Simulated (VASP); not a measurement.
# BiB (F-43m) in VASP: single point with HSE06

Aim: the single point of BiB with HSE06.

Everything below comes from runs of VASP 6.6.1. Logs are shortened: lines on timing, memory, paths and dates and some standing lists are left out, and cuts for length are marked.

## Step 1: The cell of the first run

Symmetry: F-43m, No. 216, cubic system. The conventional cell has a = 5.490 Å, b = 5.490 Å, c = 5.490 Å, α = 90.00°, β = 90.00°, γ = 90.00°. B (site symmetry -43m) has 4 Bi at 2.38 Å within 3.1 Å. Within 3.1 Å of Bi (site symmetry -43m) lie 4 B at 2.38 Å.

## Step 2: Single point, HSE06

POSCAR reads:

```
BiB
1.0
    0.0000000000      2.7448744764      2.7448744764
    2.7448744764      0.0000000000      2.7448744764
    2.7448744764      2.7448744764      0.0000000000
B Bi
1 1
Direct
    0.0000000000      0.0000000000      0.0000000000
    0.2500000000      0.2500000000      0.2500000000
```

INCAR.step1 reads:

```
SYSTEM = BiB
PREC = Accurate
ENCUT = 520
EDIFF = 1E-5
ISMEAR = 0
SIGMA = 0.01
LREAL = .FALSE.
LASPH = .TRUE.
NELM = 100
ALGO = Normal
ISIF = 2
LWAVE = .TRUE.
LCHARG = .FALSE.
GGA = PE
NBANDS = 16
```

INCAR.step2 reads:

```
SYSTEM = BiB
PREC = Accurate
ENCUT = 520
EDIFF = 1E-6
ISMEAR = 0
SIGMA = 0.01
LREAL = .FALSE.
LASPH = .TRUE.
NELM = 100
ALGO = Normal
ISIF = 2
LWAVE = .FALSE.
LCHARG = .FALSE.
GGA = PE
LHFCALC = .TRUE.
HFSCREEN = 0.2079
PRECFOCK = Normal
ISTART = 1
NBANDS = 16
```

KPOINTS reads:

```
regular mesh
0
G
  6 6 6
  0 0 0
```

Potentials or basis: VASP PAW PBE potentials, release 64 (B, Bi_d).

The run is started by

```console
cat potpaw_PBE.64/B/POTCAR potpaw_PBE.64/Bi_d/POTCAR > POTCAR
cp INCAR.step1 INCAR
mpirun -np 1 vasp_std > vasp.out
cp INCAR.step2 INCAR
mpirun -np 1 vasp_std > vasp.out
```

OUTCAR:

```text
SYSTEM = BiB
   PREC = Accurate
   ENCUT = 520
   EDIFF = 1E-6
   ISMEAR = 0
   LREAL = .FALSE.
   LASPH = .TRUE.
   NELM = 100
   ISIF = 2
   GGA = PE
   LHFCALC = .TRUE.
   HFSCREEN = 0.2079
   PRECFOCK = Normal
   ISTART = 1

 ion  position               nearest neighbor table
   1  0.000  0.000  0.000-   2 2.38   2 2.38   2 2.38   2 2.38
   2  0.250  0.250  0.250-   1 2.38   1 2.38   1 2.38   1 2.38

  LATTYP: Found a face centered cubic cell.
 ALAT       =     5.4897489528

  Lattice vectors:

 A1 = (   0.0000000000,   2.7448744764,   2.7448744764)
 A2 = (   2.7448744764,   0.0000000000,   2.7448744764)
 A3 = (   2.7448744764,   2.7448744764,   0.0000000000)

Analysis of symmetry for initial positions (statically):
=====================================================================
 Subroutine PRICEL returns:
 Original cell was already a primitive cell.

 Routine SETGRP: Setting up the symmetry group for a
 face centered cubic supercell.

 Subroutine GETGRP returns: Found 24 space group operations
 (whereof 24 operations were pure point group operations)
 out of a pool of 48 trial point group operations.

The static configuration has the point symmetry T_d .

Analysis of symmetry for dynamics (positions and initial velocities):
=====================================================================
 Subroutine PRICEL returns:
 Original cell was already a primitive cell.

 Routine SETGRP: Setting up the symmetry group for a
 face centered cubic supercell.

 Subroutine GETGRP returns: Found 24 space group operations
 (whereof 24 operations were pure point group operations)
 out of a pool of 48 trial point group operations.

The dynamic configuration has the point symmetry T_d .

 Subroutine INISYM returns: Found 24 space group operations
 (whereof 24 operations are pure point group operations),
 and found     1 'primitive' translations

----------------------------------------------------------------------------------------

                                     Primitive cell

  volume of cell :      41.3616

  direct lattice vectors                    reciprocal lattice vectors
     0.000000000  2.744874476  2.744874476    -0.182157692  0.182157692  0.182157692
     2.744874476  0.000000000  2.744874476     0.182157692 -0.182157692  0.182157692
     2.744874476  2.744874476  0.000000000     0.182157692  0.182157692 -0.182157692

  length of vectors
     3.881838712  3.881838712  3.881838712     0.315506378  0.315506378  0.315506378

  position of ions in fractional coordinates (direct lattice)
     0.000000000  0.000000000  0.000000000
     0.250000000  0.250000000  0.250000000

  ion indices of the primitive-cell ions
   primitive index   ion index
                 1           1
                 2           2

----------------------------------------------------------------------------------------

 KPOINTS: regular mesh

Automatic generation of k-mesh.
 Grid dimensions read from file:
 generate k-points for:    6    6    6

 Generating k-lattice:

  Cartesian coordinates                     Fractional coordinates (reciprocal lattice)
    -0.030359615  0.030359615  0.030359615     0.166666667  0.000000000  0.000000000
     0.030359615 -0.030359615  0.030359615     0.000000000  0.166666667  0.000000000
     0.030359615  0.030359615 -0.030359615     0.000000000  0.000000000  0.166666667

  Length of vectors
     0.052584396  0.052584396  0.052584396

  Shift w.r.t. Gamma in fractional coordinates (k-lattice)
     0.000000000  0.000000000  0.000000000

 Subroutine IBZKPT returns following result:
 ===========================================

 Found     16 irreducible k-points:

 Following reciprocal coordinates:
            Coordinates               Weight
  0.000000  0.000000  0.000000      1.000000
  0.166667  0.000000  0.000000      8.000000
  0.333333  0.000000  0.000000      8.000000
  0.500000  0.000000  0.000000      4.000000
  0.166667  0.166667  0.000000      6.000000
  0.333333  0.166667  0.000000     24.000000
[... 8 lines left out ...]
 -0.333333  0.333333  0.166667     24.000000
 -0.333333  0.500000  0.166667     12.000000
   k-points           NKPTS =     16   k-points in BZ     NKDIM =    216   number of bands    NBANDS=     16
   number of dos      NEDOS =    301   number of ions     NIONS =      2
   total plane-waves  NPLWV =  27000
   dimension x,y,z NGX =    30 NGY =   30 NGZ =   30
   dimension x,y,z NGXF=    60 NGYF=   60 NGZF=   60
   ions per type =               1   1
   NGX,Y,Z   is equivalent  to a cutoff of  12.85, 12.85, 12.85 a.u.
   NGXF,Y,Z  is equivalent  to a cutoff of  25.70, 25.70, 25.70 a.u.
 SYSTEM =  BiB
   PREC   = accura    normal or accurate (medium, high low for compatibility)
   ISTART =      1    job   : 0-new  1-cont  2-samecut
   ICHARG =      0    charge: 1-file 2-atom 10-const
   ISPIN  =      1    spin polarized calculation?
   LNONCOLLINEAR =      F non collinear calculations
   LSORBIT =      F    spin-orbit coupling
   LASPH  =      T    aspherical Exc in radial PAW
   ENCUT  =  520.0 eV  38.22 Ry    6.18 a.u.   7.22  7.22  7.22*2*pi/ulx,y,z
   NELM   =    100;   NELMIN=  2; NELMDL=  0     # of ELM steps
   EDIFF  = 0.1E-05   stopping-criterion for ELM
   LREAL  =      F    real-space projection
   EDIFFG = 0.1E-04   stopping-criterion for IOM
   NSW    =      0    number of steps for IOM
   IBRION =     -1    ionic relax: 0-MD 1-quasi-New 2-CG
   NFREE  =      0    steps in history (QN), initial steepest desc. (CG)
   ISIF   =      2    stress and relaxation
   ISYM   =      3    0-nonsym 1-usesym 2-fastsym
   POTIM  = 0.5000    time-step for ionic-motion
   TEBEG  =    0.0;   TEEND  =   0.0 temperature during run
   PSTRESS=    0.0 pullay stress
   NELECT =      18.0000    total number of electrons
   NUPDOWN=      -1.0000    fix difference up-down
   EMIN   =  10.00;   EMAX   =-10.00  energy-range for DOS
   EFERMI =   0.00;   METHOD = LEGACY
   ISMEAR =     0;   SIGMA  =   0.01  broadening in eV -4-tet -1-fermi 0-gaus
   EFERMI_NEDOS =   21; number of points for ismear=-14 and -15
   IALGO  =     38    algorithm
   IMIX   =      1    mixing-type and parameters
     AMIX     =   0.40;   BMIX     =  1.00
     AMIX_MAG =   1.60;   BMIX_MAG =  1.00
  volume/ion in A,a.u.               =      20.68       139.56
  Fermi-wavevector in a.u.,A,eV,Ry     =   1.240604  2.344402 20.940704  1.539098
  Thomas-Fermi vector in A             =   2.375038
   LORBIT       =      0    0 simple, 1 ext, 2 COOP (PROOUT), +10 PAW based schemes
   GGA     = PE    functional components
   LHFCALC =     T    Hartree Fock is set to
   PRECFOCK=normal    Normal, Fast or Accurate (Low or Medium for compatibility)
   ENCUT4O =  -1.0   cutoff for four orbital integrals eV
   NKREDX  =     1    reduce k-point grid by
   NKREDY  =     1    reduce k-point grid by
   NKREDZ  =     1    reduce k-point grid by
   AEXX    =    0.2500 exact exchange contribution
   HFSCREEN=    0.2079 screening length (either q_TF or 0.3 A-1)
   HFSCREENC=   0.2079 screening length for correlation (either q_TF or 0.3 A-1)
   ENCUTFOCK=  -1.0 apply spherical cutoff to Coloumb kernel
   IVDW    =     0    specifies the selected vdW correction
   LEPSILON=     F    determine dielectric tensor
   LRPA    =     F    only Hartree local field effects (RPA)
 non-spin polarized calculation
 Gauss-broadening in eV      SIGMA  =   0.01
  energy-cutoff  :      520.00
  volume of cell :       41.36
 maximum number of plane-waves:      1139
 NGX is ok and might be reduce to    30
  NGX = 24; NGY = 24; NGZ = 24

 number of electron      17.9999997 magnetization

 Free energy of the ion-electron system (eV)
  ---------------------------------------------------
  ext. energy  EPLUGINS =         0.00000000
  ---------------------------------------------------
  free energy    TOTEN  =       -10.40898257 eV

  energy without entropy =      -10.40898257  energy(sigma->0) =      -10.40898257

 E-fermi :   6.9233     XC(G=0):  -8.3238

 val. band max:        6.8585193952   @ k =   0.0000   0.0000   0.0000
 cond. band min:       7.7559697148   @ k =   0.0000   0.0000   0.0000
 fundamental gap:      0.8974503197
 Fermi energy:         6.9232569123

 k-point     1 :       0.0000    0.0000    0.0000
  band No.  band energies     occupation
      1     -18.2153      2.00000
      2     -18.2153      2.00000
      3     -18.2153      2.00000
      4     -18.1200      2.00000
      5     -18.1200      2.00000
      6      -8.6688      2.00000
[... 8 lines left out ...]
     15      18.3259      0.00000
     16      18.3259      0.00000

 k-point     2 :       0.1667    0.0000    0.0000
  band No.  band energies     occupation
      1     -18.2138      2.00000
      2     -18.2046      2.00000
      3     -18.2046      2.00000
      4     -18.1191      2.00000
      5     -18.1191      2.00000
      6      -8.2741      2.00000
[... 8 lines left out ...]
     15      17.1007      0.00000
     16      17.1007      0.00000

 k-point     3 :       0.3333    0.0000    0.0000
  band No.  band energies     occupation
      1     -18.2116      2.00000
      2     -18.1907      2.00000
      3     -18.1907      2.00000
      4     -18.1098      2.00000
      5     -18.1098      2.00000
      6      -7.1991      2.00000
[... 8 lines left out ...]
     15      17.5843      0.00000
     16      17.5843      0.00000

 k-point     4 :       0.5000    0.0000    0.0000
  band No.  band energies     occupation
      1     -18.2108      2.00000
      2     -18.1877      2.00000
      3     -18.1877      2.00000
      4     -18.1010      2.00000
      5     -18.1010      2.00000
      6      -6.3173      2.00000
[... 8 lines left out ...]
     15      19.1269      0.00000
     16      19.1269      0.00000
[... 172 lines left out ...]
 k-point    14 :       0.5000    0.3333    0.1667
  band No.  band energies     occupation
      1     -18.2233      2.00000
      2     -18.1731      2.00000
      3     -18.1513      2.00000
      4     -18.1314      2.00000
      5     -18.1008      2.00000
      6      -6.2964      2.00000
[... 8 lines left out ...]
     15      19.3737      0.00000
     16      19.9580      0.00000

 k-point    15 :      -0.3333    0.3333    0.1667
  band No.  band energies     occupation
      1     -18.2117      2.00000
      2     -18.1779      2.00000
      3     -18.1444      2.00000
      4     -18.1249      2.00000
      5     -18.1052      2.00000
      6      -5.5415      2.00000
[... 8 lines left out ...]
     15      19.0411      0.00000
     16      20.4450      0.00000

 k-point    16 :      -0.3333    0.5000    0.1667
  band No.  band energies     occupation
      1     -18.2304      2.00000
      2     -18.1545      2.00000
      3     -18.1488      2.00000
      4     -18.1226      2.00000
      5     -18.0994      2.00000
      6      -5.1685      2.00000
[... 8 lines left out ...]
     15      20.0906      0.00000
     16      21.0827      0.00000

------------------------ aborting loop because EDIFF is reached ----------------------------------------

  FORCE on cell =-STRESS in cart. coord.  units (eV):
  Direction    XX          YY          ZZ          XY          YZ          ZX
  --------------------------------------------------------------------------------------
  -------------------------------------------------------------------------------------
  Total       -0.4747790     -0.4747790     -0.4747790     -0.0000000      0.0000000     -0.0000000
  in kB      -18.3909695    -18.3909695    -18.3909695     -0.0000000      0.0000000     -0.0000000
  external PRESSURE =     -18.3909695 kB  Pullay stress =       0.0000000 kB

 VOLUME and BASIS-vectors are now :
 -----------------------------------------------------------------------------
  energy-cutoff  :      520.00
  volume of cell :       41.36
      direct lattice vectors                 reciprocal lattice vectors
     0.000000000  2.744874476  2.744874476    -0.182157692  0.182157692  0.182157692
     2.744874476  0.000000000  2.744874476     0.182157692 -0.182157692  0.182157692
     2.744874476  2.744874476  0.000000000     0.182157692  0.182157692 -0.182157692

 POSITION                                       TOTAL-FORCE (eV/Angst)
 -----------------------------------------------------------------------------------
      0.00000      0.00000      0.00000        -0.000000     -0.000000     -0.000000
      1.37244      1.37244      1.37244         0.000000      0.000000      0.000000
 -----------------------------------------------------------------------------------
    total drift:                                0.000014      0.000013      0.000007

  FREE ENERGIE OF THE ION-ELECTRON SYSTEM (eV)
  ---------------------------------------------------
  free  energy   TOTEN  =       -10.4089825689 eV

  energy  without entropy=      -10.4089825689  energy(sigma->0) =      -10.40898257
```

Wall time 54 min (1 thread of Intel Xeon Platinum 8488C (Sapphire Rapids), shared host); peak memory 0.29 GiB.

Results:

| Quantity | Value |
| --- | --- |
| Free energy | -10.4090 eV |
| Pressure | -1.8 GPa |
| Band gap on the k mesh | 0.90 eV, direct |

Caveat: the PAW data sets were made with another functional, which shifts forces and pressure a little; spin-orbit coupling is left out, which moves the levels of the heavy elements.
